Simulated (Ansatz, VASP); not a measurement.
## BN in VASP and in Ansatz

INCAR

```
PREC = Accurate ; ENCUT = 520
EDIFF = 1E-7 ; ISMEAR = -1
SIGMA = 0.05 ; LREAL = False
LASPH = True ; NELM = 60
ALGO = Normal ; ISIF = 2
LWAVE = False ; LCHARG = False
GGA = RE ; NBANDS = 16
```

File KPOINTS:

```
regular mesh
0
Gamma
  12 12 6
```

POSCAR

```
BN
1.0
    2.5539396017      0.0000000000      0.0000000000
   -1.2769698009      2.2117765748      0.0000000000
    0.0000000000      0.0000000000      4.2268550000
N B
2 2
Direct
    0.3333333333      0.6666666667      0.1252760000
    0.6666666667      0.3333333333      0.6252760000
    0.3333333333      0.6666666667      0.4997240000
    0.6666666667      0.3333333333      0.9997240000
```

input.yaml

```yaml
crystal:
  lattice:
    - [2.5539396017, 0.0, 0.0]
    - [-1.2769698009, 2.2117765748, 0.0]
    - [0.0, 0.0, 4.226855]
  atoms:
    - { symbol: "N", position: [0.3333333333, 0.6666666667, 0.125276] }
    - { symbol: "N", position: [0.6666666667, 0.3333333333, 0.625276] }
    - { symbol: B, position: [0.3333333333, 0.6666666667, 0.499724] }
    - { symbol: B, position: [0.6666666667, 0.3333333333, 0.999724] }
hamiltonian:
  xc: revpbe
  pseudopotentials: { kind: paw }
kpoints:
  mp_grid: { grid: [12, 12, 6] }
  band_path:
    path:
      - [[0.0, 0.0, 0.0], [0.5, 0.0, 0.0], [0.3333333333, 0.3333333333, 0.0], [0.0, 0.0, 0.0], [0.0, 0.0, 0.5], [0.5, 0.0, 0.5], [0.3333333333, 0.3333333333, 0.5], [0.0, 0.0, 0.5]]
      - [[0.5, 0.0, 0.5], [0.5, 0.0, 0.0]]
      - [[0.3333333333, 0.3333333333, 0.0], [0.3333333333, 0.3333333333, 0.5]]
    npoints: 14
scf:
  occupations: { method: fermi_dirac, width: 0.05 }
  n_extra_bands: 10
output:
  forces: true
  stress: true
  eigenvalues: true
  fatbands: false
  write_density: true
  write_potential: true
  elf: true
  volumetric_format: npy
```

Alike in both runs: functional revPBE; k mesh 12 × 12 × 6; occupations fermi-dirac, width 0.05 eV; no spin polarisation.

|  | VASP | Ansatz |
| --- | --- | --- |
| version | VASP 6.6.1 | Ansatz 0.2.0 |
| potentials or method | VASP PAW PBE potentials, release 64 (N, B) | Ansatz PAW |
| plane-wave cutoff (eV) | 520 | 420 |
| valence electrons in the cell | 16 | 16 |
| task | single point | band structure |

```csv
,VASP,Ansatz,Ansatz less VASP
gap on the k mesh at the Fermi level (eV),5.25,5.27,+0.021
least direct gap on the mesh (eV),8.28,8.29,+0.011
pressure (GPa),4.6,4.4,-0.20
"traceless stress, the component that is largest in VASP (GPa)",-0.62,-0.58,+0.036
rms of the force components (eV/Å),0.007,0.008,+0.0014
```

VASP's potentials were made for PBE, not for revPBE. Atom by atom the forces differ by 0.001 eV/Å (rms over components). With one functional, cell and mesh, what is left measures potentials, basis and numerics.
